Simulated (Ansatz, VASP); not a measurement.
## TiAl2: VASP beside Ansatz

INCAR

```
PREC = Accurate ; ENCUT = 520
EDIFF = 1E-6 ; ISMEAR = 1
SIGMA = 0.01 ; LREAL = False
LASPH = True ; NELM = 60
ALGO = Fast ; ISIF = 2
LWAVE = False ; LCHARG = True
GGA = PS ; LELF = True
LVHAR = True ; NBANDS = 27
```

Contents of KPOINTS:

```
Automatic mesh
0
Gamma
  10 10 10
```

The input POSCAR:

```
TiAl2
1.0
    1.9795500000     -6.0472000000      0.0000000000
    1.9795500000      6.0472000000      0.0000000000
    0.0000000000      0.0000000000      4.0315000000
Ti Al
2 4
Direct
    0.6490000000      0.3510000000      0.0000000000
    0.3510000000      0.6490000000      0.0000000000
    0.0000000000      0.0000000000      0.0000000000
    0.8240000000      0.1760000000      0.5000000000
    0.1760000000      0.8240000000      0.5000000000
    0.5000000000      0.5000000000      0.5000000000
```

Input for Ansatz:

```yaml
crystal:
  lattice:
    - [1.97955, -6.0472, 0.0]
    - [1.97955, 6.0472, 0.0]
    - [0.0, 0.0, 4.0315]
  atoms:
    - { symbol: Ti, position: [0.649, 0.351, 0.0] }
    - { symbol: Ti, position: [0.351, 0.649, 0.0] }
    - { symbol: Al, position: [0.0, 0.0, 0.0] }
    - { symbol: Al, position: [0.824, 0.176, 0.5] }
    - { symbol: Al, position: [0.176, 0.824, 0.5] }
    - { symbol: Al, position: [0.5, 0.5, 0.5] }
basis:
  ecutwfc: 420
kpoints:
  mp_grid: { grid: [10, 10, 10] }
hamiltonian:
  xc: pbesol
scf:
  occupations: { method: methfessel_paxton, width: 0.01 }
output:
  forces: true
  stress: true
  eigenvalues: true
```

Alike in both runs: task single point; functional PBEsol; k mesh 10 × 10 × 10; occupations methfessel-paxton of order 1, width 0.01 eV; no spin polarisation.

|  | VASP | Ansatz |
| --- | --- | --- |
| version | VASP 6.6.1 | Ansatz 0.2.0 |
| potentials or method | VASP PAW PBE potentials, release 64 (Ti_sv, Al), cutoff 520 eV | scalar-relativistic, plane waves, PAW |
| valence electrons in the cell | 36 | 36 |

```csv
,VASP,Ansatz,Ansatz less VASP
gap on the k mesh at the Fermi level (eV),none,none,-
pressure (GPa),-2.7,-2.8,-0.09
"traceless stress, the component that is largest in VASP (GPa)",1.78,1.79,+0.008
rms of the force components (eV/Å),0.293,0.291,-0.0019
```

VASP's potentials were made for PBE, not for PBEsol. Atom by atom the forces differ by 0.002 eV/Å (rms over components). A gap of «none» marks a metal or a gap that the smearing closes. With one functional, cell and mesh, what is left measures potentials, basis and numerics.
